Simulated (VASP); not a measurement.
# Ta4H3 (P6/mmm) in VASP: a series of runs, part 2 of 2

VASP 6.6.1. The steps go on from the part before.

### 4 Relaxation of cell and atoms, PBE

This run uses another cell than the first one, of 12.43 Å³/atom.

The input, INCAR:

```
PREC     = Accurate       # precision mode
ENCUT    = 500            # plane-wave cutoff, eV
EDIFF    = 1E-7           # SCF threshold, eV
ISMEAR   = 0              # smearing method
SIGMA    = 0.2            # smearing width, eV
LREAL    = F              # projectors in reciprocal space
LASPH    = T              # aspherical terms in the spheres
NELM     = 120            # most SCF steps
ALGO     = Normal         # electronic algorithm
ISIF     = 3              # what is computed and relaxed
LWAVE    = F              # write WAVECAR
LCHARG   = F              # write CHGCAR
GGA      = PE             # functional
IBRION   = 2              # ionic algorithm
NSW      = 36             # ionic steps
EDIFFG   = -0.08          # ionic threshold
GGA_COMPAT= F            
NELMIN   = 4
```

The input, KPOINTS:

```
regular mesh
0
Gamma
  4 4 3
```

The input, POSCAR:

```
Ta4H3
1.0
    4.2432495100      0.0000000000      0.0000000000
   -2.1216247500      3.6747618700      0.0000000000
    0.0000000000      0.0000000000      5.5807890500
Ta H
4 3
Direct
    0.5000000000      0.0000000000      0.0000000000
    0.0000000000      0.5000000000      0.0000000000
    0.5000000000      0.5000000000      0.0000000000
    0.0000000000      0.0000000000      0.5000000000
    0.0000000000      0.0000000000      0.2060925400
    0.0000000000      0.0000000000      0.7939074600
    0.0000000000      0.0000000000      0.0000000000
```

Potentials or basis: VASP PAW PBE potentials, release 64 (Ta_pv, H).

Command:

```sh
$ cat potpaw_PBE.64/Ta_pv/POTCAR potpaw_PBE.64/H/POTCAR > POTCAR
$ mpirun -np 1 vasp_std > vasp.out
```

OUTCAR:

```text
PREC = Accurate
   ENCUT = 500
   EDIFF = 1E-7
   ISMEAR = 0
   LREAL = F
   LASPH = T
   NELM = 120
   ISIF = 3
   GGA = PE
   IBRION = 2
   NSW = 36
   EDIFFG = -0.08
   NELMIN = 4

 ion  position               nearest neighbor table
   1  0.500  0.000  0.000-   3 2.12   3 2.12   7 2.12   7 2.12   2 2.12   2 2.12   4 3.51   4 3.51
                             4 3.51   4 3.51
   2  0.000  0.500  0.000-   7 2.12   7 2.12   3 2.12   3 2.12   1 2.12   1 2.12   4 3.51   4 3.51
                             4 3.51   4 3.51
   3  0.500  0.500  0.000-   1 2.12   1 2.12   2 2.12   2 2.12   7 2.12   7 2.12   4 3.51   4 3.51
                             4 3.51   4 3.51
   4  0.000  0.000  0.500-   5 1.64   6 1.64   2 3.51   2 3.51   2 3.51   2 3.51   1 3.51   1 3.51
                             1 3.51   1 3.51   3 3.51   3 3.51   3 3.51   3 3.51
   5  0.000  0.000  0.206-   4 1.64
   6  0.000  0.000  0.794-   4 1.64
   7  0.000  0.000  0.000-   2 2.12   2 2.12   1 2.12   1 2.12   3 2.12   3 2.12

  LATTYP: Found a hexagonal cell.
 ALAT       =     4.2432495100
 C/A-ratio  =     1.3152158592

  Lattice vectors:

 A1 = (   4.2432495100,   0.0000000000,   0.0000000000)
 A2 = (  -2.1216247500,   3.6747618700,   0.0000000000)
 A3 = (   0.0000000000,   0.0000000000,   5.5807890500)

Analysis of symmetry for initial positions (statically):
=====================================================================
 Subroutine PRICEL returns:
 Original cell was already a primitive cell.

 Routine SETGRP: Setting up the symmetry group for a
 hexagonal supercell.

 Subroutine GETGRP returns: Found 24 space group operations
 (whereof 24 operations were pure point group operations)
 out of a pool of 24 trial point group operations.

The static configuration has the point symmetry D_6h.

Analysis of symmetry for dynamics (positions and initial velocities):
=====================================================================
 Subroutine PRICEL returns:
 Original cell was already a primitive cell.

 Routine SETGRP: Setting up the symmetry group for a
 hexagonal supercell.

 Subroutine GETGRP returns: Found 24 space group operations
 (whereof 24 operations were pure point group operations)
 out of a pool of 24 trial point group operations.

The dynamic configuration has the point symmetry D_6h.

 Subroutine INISYM returns: Found 24 space group operations
 (whereof 24 operations are pure point group operations),
 and found     1 'primitive' translations
[... 96 lines left out ...]
   POTIM  = 0.5000    time-step for ionic-motion
   TEBEG  =    0.0;   TEEND  =   0.0 temperature during run
   PSTRESS=    0.0 pullay stress
   NELECT =      47.0000    total number of electrons
   NUPDOWN=      -1.0000    fix difference up-down
   EMIN   =  10.00;   EMAX   =-10.00  energy-range for DOS
   EFERMI =   0.00;   METHOD = LEGACY
   ISMEAR =     0;   SIGMA  =   0.20  broadening in eV -4-tet -1-fermi 0-gaus
   EFERMI_NEDOS =   21; number of points for ismear=-14 and -15
   IALGO  =     38    algorithm
   IMIX   =      4    mixing-type and parameters
     AMIX     =   0.40;   BMIX     =  1.00
     AMIX_MAG =   1.60;   BMIX_MAG =  1.00
  volume/ion in A,a.u.               =      12.43        83.89
  Fermi-wavevector in a.u.,A,eV,Ry     =   1.333213  2.519408 24.183782  1.777458
  Thomas-Fermi vector in A             =   2.462089
   LORBIT       =      0    0 simple, 1 ext, 2 COOP (PROOUT), +10 PAW based schemes
   GGA     = PE    functional components
   LHFCALC =     F    Hartree Fock is set to
   AEXX    =    0.0000 exact exchange contribution
   IVDW    =     0    specifies the selected vdW correction
   LEPSILON=     F    determine dielectric tensor
   LRPA    =     F    only Hartree local field effects (RPA)
 conjugate gradient relaxation of ions
 non-spin polarized calculation
 Gauss-broadening in eV      SIGMA  =   0.20
  energy-cutoff  :      500.00
  volume of cell :       87.02
 maximum number of plane-waves:      2235
 NGX is ok and might be reduce to    32
   NGX = 15   NGY = 15   NGZ = 21

--------------------------------------- Ionic step        1  -------------------------------------------

 number of electron      46.9999997 magnetization

 Free energy of the ion-electron system (eV)
  ---------------------------------------------------
  ext. energy  EPLUGINS =         0.00000000
  ---------------------------------------------------
  free energy    TOTEN  =       -33.16672579 eV

  energy without entropy =      -33.04485590  energy(sigma->0) =      -33.10579084

 E-fermi :   4.7617     XC(G=0): -11.4739

 val. band max:        4.7458722652   @ k =   0.2500   0.0000   0.3333
 cond. band min:       4.7776164071   @ k =   0.2500   0.0000   0.3333
 fundamental gap:      0.0317441418
 Fermi energy:         4.7616850220
[... 620 lines left out ...]
     27       3.4078      0.00000
     28       3.4480      0.00000

[... ionic steps 4 to 10 ...]

--------------------------------------- Ionic step       11  -------------------------------------------

 number of electron      46.9999973 magnetization

------------------------ aborting loop because EDIFF is reached ----------------------------------------
[... 77 lines left out ...]
--------------------------------------- Ionic step       13  -------------------------------------------

 number of electron      46.9999996 magnetization

 Free energy of the ion-electron system (eV)
  ---------------------------------------------------
  ext. energy  EPLUGINS =         0.00000000
  ---------------------------------------------------
  free energy    TOTEN  =       -45.10799733 eV

  energy without entropy =      -44.93723855  energy(sigma->0) =      -45.02261794

 E-fermi :   2.7621     XC(G=0): -10.2991

 val. band max:        2.7174758760   @ k =   0.5000   0.0000   0.0000
 cond. band min:       2.7706360119   @ k =   0.2500   0.2500   0.3333
 fundamental gap:      0.0531601359
 Fermi energy:         2.7621105211
[... 280 lines left out ...]
  FREE ENERGIE OF THE ION-ELECTRON SYSTEM (eV)
  ---------------------------------------------------
  free  energy   TOTEN  =       -45.1079973327 eV

  energy  without entropy=      -44.9372385523  energy(sigma->0) =      -45.02261794

 reached required accuracy - stopping structural energy minimisation
```

It took 9.9 min on 1 thread of Intel Xeon 8259CL, shared host; peak memory 0.18 GiB.

What came out:

* Free energy: -45.1080 eV
* Relaxed volume: 16.69 Å³/atom
* Relaxed cell: a = 5.239 Å, b = 5.239 Å, c = 4.916 Å, α = 90.00°, β = 90.00°, γ = 120.00°
* Space group after relaxing (to 0.1 Å): P6/mmm (No. 191)
* Energy gained by relaxing: 1705.9 meV/atom
* Ionic steps: 13
* Pressure after relaxing: 0.2 GPa
* Largest force after relaxing: 0.023 eV/Å
* Band gap on the k mesh: zero (an odd number of electrons rules out a gap without spin polarisation)

Forces on the atoms (eV/Å):
```
Ta   0.000  0.000  0.000
Ta   0.000  0.000  0.000
Ta   0.000  0.000  0.000
Ta   0.000  0.000  0.000
H    0.000  0.000  0.023
H    0.000  0.000 -0.023
H    0.000  0.000  0.000
```

The path:
```tsv
step	energy change (eV)	largest force (eV/Å)	pressure (GPa)	volume (Å³)
1	0.0000	1.4237	87.79	87.02
2	-5.1805	2.4598	-16.18	194.49
3	-10.9232	1.7026	-4.27	131.16
4	-10.9368	1.6902	-3.57	129.90
5	-10.9422	1.6765	-2.68	128.40
6	-11.3848	1.4963	-2.19	124.14
7	-11.2822	5.8789	5.18	111.12
8	-11.7284	1.1229	-1.01	120.15
9	-11.8793	1.1933	1.37	115.66
10	-11.8886	0.4482	0.65	116.81
11	-11.8899	0.5912	0.79	116.57
12	-11.9348	0.2020	0.04	116.92
13	-11.9413	0.0233	0.21	116.85
```

Final structure:
```
Ta H
1.0
     5.23894    0.00000    0.00000
    -2.61947    4.53705    0.00000
     0.00000    0.00000    4.91593
Ta H
4 3
Direct
  0.50000 0.00000 0.00000
  0.00000 0.50000 0.00000
  0.50000 0.50000 0.00000
  0.00000 0.00000 0.50000
  0.00000 0.00000 0.16930
  0.00000 0.00000 0.83070
  0.00000 0.00000 0.00000
```

Caveat: the k points lie up to 0.43 Å⁻¹ apart in the final cell, too coarse for converged energies and pressures of a metal; the volume moved by over 15 % at a fixed basis, so the end points are rough; spin-orbit coupling is left out, which moves the levels of the heavy elements; an odd number of electrons without spin polarisation forces a metal; a magnetic or distorted state may lie lower.

### 5 Overview

| task | cell | k mesh | gap on the mesh (eV) | pressure (GPa) | largest force (eV/Å) |
| --- | --- | --- | --- | --- | --- |
| single point | a = 4.589, b = 4.589, c = 6.353 Å, angles 90.0, 90.0, 120.0°, 7 atoms, atomic positions A | 5 × 5 × 3 | none | 0.2 | 0.01 |
| single point | a = 4.189, b = 4.189, c = 7.574 Å, angles 90.0, 90.0, 120.0°, 7 atoms, atomic positions B | 5 × 5 × 2 | none | 0.2 | 0.01 |
| relaxation of cell and atoms | relaxed from a = 4.243, b = 4.243, c = 5.581 Å, angles 90.0, 90.0, 120.0°, 7 atoms, atomic positions C | 4 × 4 × 3 | none | 0.2 | 0.02 |

Alike in all rows: level PBE; potentials or basis VASP PAW PBE potentials, release 64 (Ta_pv, H); no spin polarisation; cutoff (eV) 500; smearing gaussian 0.2 eV.

Caveats: some runs use coarse meshes; spin-orbit coupling is left out, which moves the levels of the heavy elements; an odd number of electrons without spin polarisation forces a metal; a magnetic or distorted state may lie lower; the volume moved by over 15 % at a fixed basis, so the end points are rough (at least some runs).

Total energies depend on the potentials used, so only differences within one code and one set of settings carry meaning.

The gap in the log of VASP goes by the Fermi energy; the results here count the filled bands.